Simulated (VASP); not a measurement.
Set up this calculation in VASP 6.6.1, as the native input.

```yaml
Task: electric field gradients
Functional: PBE
Potentials_or_basis: VASP PAW PBE potentials, release 64 (Ag, Cl)
Cutoff: 520 eV
k_mesh: 9 × 9 × 9
Occupations: fermi-dirac, width 0.01 eV
Spin: no spin polarisation
Dipole_correction: no
Further_INCAR_settings: ALGO = Normal; EDIFF = 1e-08; NBANDS = 16
```

The structure of AgCl lies in POSCAR:

```
AgCl
1.0
    3.4109255069      0.0000000000      0.0000000000
    0.0000000000      3.4109255069      0.0000000000
    0.0000000000      0.0000000000      3.4109255069
Ag Cl
1 1
Direct
    0.0000000000      0.0000000000      0.0000000000
    0.5000000000      0.5000000000      0.5000000000
```

This cell differs from its parent crystal: volume scaled by 0.98.

The input as run:

INCAR

```
PREC = Accurate
ENCUT = 520
EDIFF = 1E-8
ISMEAR = -1
SIGMA = 0.01
LREAL = False
LASPH = True
NELM = 80
ALGO = Normal
ISIF = 2
LWAVE = False
LCHARG = False
GGA = PE
LEFG = True
NBANDS = 16
```

KPOINTS

```
regular mesh
0
Gamma
  9 9 9
```

Potentials or basis: VASP PAW PBE potentials, release 64 (Ag, Cl).

Run with:

```console
$ cat potpaw_PBE.64/Ag/POTCAR potpaw_PBE.64/Cl/POTCAR > POTCAR
$ mpirun -np 1 vasp_std > vasp.out
```

Results of the run:

```json
{
 "Pressure": "0.7 GPa",
 "Band gap on the k mesh": "0.61 eV, indirect (least direct gap 2.15 eV)"
}
```

Caveat: without QUAD_EFG the Cq values of the log hold for a quadrupole moment of 1 mb, not for the nuclei.

It took 17 s on 1 thread of Intel(R) Xeon(R) Platinum 8375C CPU @ 2.90GHz (Ice Lake) (shared host), peak memory 0.16 GiB.
